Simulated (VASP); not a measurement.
Wanted: the native input for a VASP 6.6.1 run.

```
Task                   : single point
Functional             : PBE
Potentials or basis    : VASP PAW PBE potentials, release 64 (In_d, Se)
Cutoff                 : 520 eV
k mesh                 : 9 × 9 × 3
Occupations            : fermi-dirac, width 0.02 eV
Spin                   : no spin polarisation
Dipole correction      : no
Further INCAR settings : ALGO = Normal; EDIFF = 1e-07; NBANDS = 48
```

The structure of InSe lies in POSCAR:

```
InSe
1.0
    4.0500000000      0.0000000000      0.0000000000
   -2.0250000000      3.5074028853      0.0000000000
    0.0000000000      0.0000000000     16.9300000000
In Se
4 4
Direct
    0.6666666667      0.3333333333      0.8430000000
    0.3333333333      0.6666666667      0.3430000000
    0.6666666667      0.3333333333      0.6570000000
    0.3333333333      0.6666666667      0.1570000000
    0.6666666667      0.3333333333      0.3980000000
    0.3333333333      0.6666666667      0.8980000000
    0.6666666667      0.3333333333      0.1020000000
    0.3333333333      0.6666666667      0.6020000000
```

The input as run:

INCAR

```
SYSTEM = InSe
PREC = Accurate ; ENCUT = 520
EDIFF = 1E-7 ; ISMEAR = -1
SIGMA = 0.02 ; LREAL = .FALSE.
LASPH = .TRUE. ; NELM = 80
ALGO = Normal ; ISIF = 2
LWAVE = .FALSE. ; LCHARG = .TRUE.
GGA = PE ; LELF = .TRUE.
LVHAR = .TRUE. ; NBANDS = 48
```

KPOINTS

```
Automatic mesh
0
G
  9 9 3
  0 0 0
```

Potentials or basis: VASP PAW PBE potentials, release 64 (In_d, Se).

Run with:

```console
$ cat potpaw_PBE.64/In_d/POTCAR potpaw_PBE.64/Se/POTCAR > POTCAR
$ mpirun -np 1 vasp_std > vasp.out
```

It gave:

The pressure is 7.6 GPa, the largest force is 2.897 eV/Å and the band gap on the k mesh is zero (bands 38 and 39 overlap by 0.08 eV).

Caveat: the stress differs along the axes, from 2 to 11 GPa; spin-orbit coupling is left out, which moves the levels of the heavy elements; forces of over 1 eV/Å act on the atoms, so gaps and moduli don't describe the material at rest.

Run time: 5.3 min on 1 thread of Oxide Virtual Turin-like Processor, with other jobs on the host, peak memory 0.42 GiB.
